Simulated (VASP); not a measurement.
Write the native input for VASP 6.6.1 that does the following.

```yaml
Task: single point
Functional: LDA
Potentials_or_basis: VASP PAW LDA potentials, release 64 (V_sv, Pt)
Cutoff: 520 eV
k_mesh: 6 × 6 × 6
Occupations: fermi-dirac, width 0.15 eV
Spin: collinear spin, ferromagnetic start
Starting_moments: "[1.5, 0.0, 0.0, 0.0] μB"
Dipole_correction: no
Further_INCAR_settings: ALGO = Normal; EDIFF = 1e-06; NBANDS = 34
```

The structure of VPt3 lies in POSCAR:

```
VPt3
1.0
    3.8700000000      0.0000000000      0.0000000000
    0.0000000000      3.8700000000      0.0000000000
    0.0000000000      0.0000000000      3.8700000000
V Pt
1 3
Direct
    0.0000000000      0.0000000000      0.0000000000
    0.0000000000      0.5000000000      0.5000000000
    0.5000000000      0.0000000000      0.5000000000
    0.5000000000      0.5000000000      0.0000000000
```

These files were run (other wordings do the same):

INCAR

```
SYSTEM = VPt3
  PREC = Accurate
  ENCUT = 520
  EDIFF = 1E-6
  ISMEAR = -1
  SIGMA = 0.15
  LREAL = .False.
  LASPH = .True.
  NELM = 150
  ALGO = Normal
  ISIF = 2
  LWAVE = .False.
  LCHARG = .False.
  ISPIN = 2
  MAGMOM = 1.5 0 0 0
  LORBIT = 11
  LMAXMIX = 4
  GGA = CA
  NBANDS = 34
```

KPOINTS

```
regular mesh
0
Gamma
  6 6 6
  0 0 0
```

Potentials or basis: VASP PAW LDA potentials, release 64 (V_sv, Pt).

The run is started by

```bash
$ cat potpaw_LDA.64/V_sv/POTCAR potpaw_LDA.64/Pt/POTCAR > POTCAR
$ mpirun -np 1 vasp_std > vasp.out
```

Results of the run:

The pressure is -5.4 GPa and the net moment is 0.00 μB per cell. The valence electrons inside the program's atomic spheres are V 11.42; Pt 9.45.

Caveat: the cell stands under tension; the moments typed at the start vanished in this run.

Wall time 44 s on 1 thread of Intel(R) Xeon(R) 6975P-C (Granite Rapids) (shared host), peak memory 0.19 GiB.
